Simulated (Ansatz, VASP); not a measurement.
# LiH: VASP beside Ansatz

```
Li H
1.0
     0.00000    2.00032    2.00032
     2.00032    0.00000    2.00032
     2.00032    2.00032    0.00000
Li H
1 1
Direct
  0.00000 0.00000 0.00000
  0.50000 0.50000 0.50000
```

Alike in both runs: task single point; functional PBEsol; k mesh 10 × 10 × 10; no spin polarisation.

|  | VASP | Ansatz |
| --- | --- | --- |
| version | VASP 6.6.1 | Ansatz 0.2.0 |
| potentials or method | VASP PAW PBE potentials, release 64 (Li_sv, H), cutoff 520 eV | all-electron LAPW, scalar-relativistic |
| occupations | gaussian, width 0.01 eV | fixed |

|  | VASP | Ansatz | Ansatz less VASP |
| --- | --- | --- | --- |
| gap on the k mesh at the Fermi level (eV) | 2.74 | 2.74 | +0.002 |

VASP's potentials were made for PBE, not for PBEsol. Ansatz ran all-electron here, and VASP with PAW potentials.

Noted on VASP's run: the cutoff is short for stress, so the pressure is rough.
